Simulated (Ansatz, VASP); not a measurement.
**Se: VASP beside Ansatz**

```
Se
1.0
     4.52154    0.00000    0.00000
    -2.26077    3.91576    0.00000
     0.00000    0.00000    5.04471
Se
3
Direct
  0.21880 0.00000 0.83333
  0.00000 0.21880 0.16667
  0.78120 0.78120 0.50000
```

Alike in both runs: functional PBE; k mesh 12 × 12 × 8; occupations gaussian, width 0.05 eV; no spin polarisation.

Ansatz relaxed the structure, and its values are those at the end. VASP's run is a single point on that final structure, the one shown.

|  | VASP | Ansatz |
| --- | --- | --- |
| version | VASP 6.6.1 | Ansatz 0.2.0 |
| potentials or method | VASP PAW PBE potentials, release 64 (Se), cutoff 520 eV | scalar-relativistic, plane waves, PAW |
| valence electrons in the cell | 18 | 48 |

```tsv
	VASP	Ansatz	Ansatz less VASP
gap on the k mesh at the Fermi level (eV)	1.02	1.03	+0.011
least direct gap on the mesh (eV)	1.24	1.25	+0.010
pressure (GPa)	0.1	0.0	-0.10
rms of the force components (eV/Å)	0.016	0.000	-0.0159
```

VASP's potentials hold 18 valence electrons a cell and Ansatz's 48, so a difference there can come from the potentials and not from the codes.
